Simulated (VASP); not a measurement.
A run of VASP 6.6.1 is set up as follows.

INCAR

```
SYSTEM = HfBiH2
PREC     = Accurate       ! precision mode
ENCUT    = 520            ! plane-wave cutoff, eV
EDIFF    = 1E-7           ! SCF threshold, eV
ISMEAR   = 0              ! smearing method
SIGMA    = 0.1            ! smearing width, eV
LREAL    = .False.        ! projectors in reciprocal space
LASPH    = .True.         ! aspherical terms in the spheres
NELM     = 80             ! most SCF steps
ALGO     = Normal         ! electronic algorithm
ISIF     = 2              ! what is computed and relaxed
LWAVE    = .False.        ! write WAVECAR
LCHARG   = .True.         ! write CHGCAR
GGA      = PE             ! functional
LELF     = .True.         ! ELF
LVHAR    = .True.       
NBANDS   = 37             ! bands
```

Contents of KPOINTS:

```
Automatic mesh
0
Gamma
  12 12 4
  0 0 0
```

File POSCAR:

```
HfBiH2
1.0
    3.4666269857      0.0000000000      0.0000000000
   -1.7333134929      3.0021870351      0.0000000000
    0.0000000000      0.0000000000     10.7771588146
Hf Bi H
2 2 4
Direct
    0.0000000000      0.0000000000      0.5000000000
    0.0000000000      0.0000000000      0.0000000000
    0.6666666667      0.3333333333      0.2500000000
    0.3333333333      0.6666666667      0.7500000000
    0.3333333333      0.6666666667      0.4644522442
    0.6666666667      0.3333333333      0.9644522442
    0.6666666667      0.3333333333      0.5355477558
    0.3333333333      0.6666666667      0.0355477558
```

Potentials or basis: VASP PAW PBE potentials, release 64 (Hf_pv, Bi_d, H).

Run with:

```sh
$ cat potpaw_PBE.64/Hf_pv/POTCAR potpaw_PBE.64/Bi_d/POTCAR potpaw_PBE.64/H/POTCAR > POTCAR
$ mpirun -np 1 vasp_std > vasp.out
```

Q: What does it give for the largest force?

A: 0.008 eV/Å.

Q: Predict the band gap on the k mesh.

A: Zero (band 27 reaches 8.24 eV, above the bottom of band 28 at 4.77 eV).

Forces in eV/Å, atoms in the order of the input:
```
Hf   0.000  0.000  0.000
Hf   0.000  0.000  0.000
Bi   0.000  0.000  0.000
Bi   0.000  0.000  0.000
H    0.000  0.000  0.008
H    0.000  0.000  0.008
H    0.000  0.000 -0.008
H    0.000  0.000 -0.008
```

Caveat: spin-orbit coupling is left out, which moves the levels of the heavy elements.
